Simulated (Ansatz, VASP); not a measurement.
InP: VASP beside Ansatz

```
In P
1.0
     0.00000    2.93050    2.93050
     2.93050    0.00000    2.93050
     2.93050    2.93050    0.00000
In P
1 1
Cartesian
  0.0000 0.0000 0.0000
  4.3957 4.3957 4.3957
```

Alike in both runs: task relaxation of cell and atoms; functional PBE; dispersion D3(BJ); k mesh 8 × 8 × 8; occupations fermi-dirac, width 0.05 eV; no spin polarisation.

|  | VASP | Ansatz |
| --- | --- | --- |
| version | VASP 6.6.1 | Ansatz 0.2.0 |
| potentials or method | VASP PAW PBE potentials, release 64 (In_d, P) | Ansatz PAW |
| plane-wave cutoff (eV) | 600 | 420 |
| valence electrons in the cell | 18 | 18 |

|  | VASP | Ansatz | Ansatz less VASP |
| --- | --- | --- | --- |
| relaxed volume (Å³/atom) | 25.58 | 25.59 | +0.011 |
| relaxed cell length with the largest relative difference (Å) | 4.167 | 4.167 | +0.0006 |

Noted on Ansatz's run: the plane-wave basis is chosen anew once the cell has moved, so the energies of steps on either side of that aren't comparable.
